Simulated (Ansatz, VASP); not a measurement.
**Ag in VASP and in Ansatz**

```
Ag
1.0
     2.93347    0.00000    0.00000
     0.00000    4.08256    0.00000
     0.00000    0.00000    2.88638
Ag
2
Direct
  0.00000 0.00000 0.81891
  0.50000 0.50000 0.18109
```

Alike in both runs: task relaxation of cell and atoms; functional PBE; k mesh 6 × 4 × 6; occupations gaussian, width 0.1 eV; no spin polarisation.

|  | VASP | Ansatz |
| --- | --- | --- |
| version | VASP 6.6.1 | Ansatz 0.2.0 |
| potentials or method | VASP PAW PBE potentials, release 64 (Ag_sv_GW), cutoff 630 eV | scalar-relativistic, plane waves, PAW |
| valence electrons in the cell | 38 | 38 |

VASP gave:

```
gap on the k mesh at the Fermi level, each at its own relaxed structure (eV)  : none
relaxed volume (Å³/atom)                                                      : 17.68
relaxed length of the cell vector where the two differ most in proportion (Å) : 4.295
```

Q: Estimate Ansatz's values.

A: gap on the k mesh at the Fermi level, each at its own relaxed structure (eV): none; relaxed volume (Å³/atom): 17.90; relaxed length of the cell vector where the two differ most in proportion (Å): 4.003.

A gap of «none» marks a metal or a gap that the smearing closes. One of these differences is far larger than is usual between the two programs; its cause wasn't traced.

The k mesh is coarse, so the values compare programs but aren't converged.
